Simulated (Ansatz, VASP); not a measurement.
# Two plane-wave programs on BaO

```
Ba O
1.0
     0.00000    2.77211    2.77211
     2.77211    0.00000    2.77211
     2.77211    2.77211    0.00000
Ba O
1 1
Direct
  0.00000 0.00000 0.00000
  0.50000 0.50000 0.50000
```

Alike in both runs: functional r2SCAN; k mesh 10 × 10 × 10; occupations fermi-dirac, width 0.08 eV; no spin polarisation.

Ansatz relaxed the structure, and its values are those at the end. VASP's run is a single point on that final structure, the one shown.

|  | VASP | Ansatz |
| --- | --- | --- |
| version | VASP 6.6.1 | Ansatz 0.2.0 |
| potentials or method | VASP PAW PBE potentials, release 64 (Ba_sv, O) | PAW with Ansatz's default frozen-core files, scalar-relativistic |
| plane-wave cutoff (eV) | 660 | 500 |
| valence electrons in the cell | 16 | 16 |

```csv
,VASP,Ansatz,Ansatz less VASP
pressure (GPa),1.6,0.0,-1.62
```

VASP's potentials were made for PBE, not for r2SCAN.

Spin-orbit coupling is off throughout.
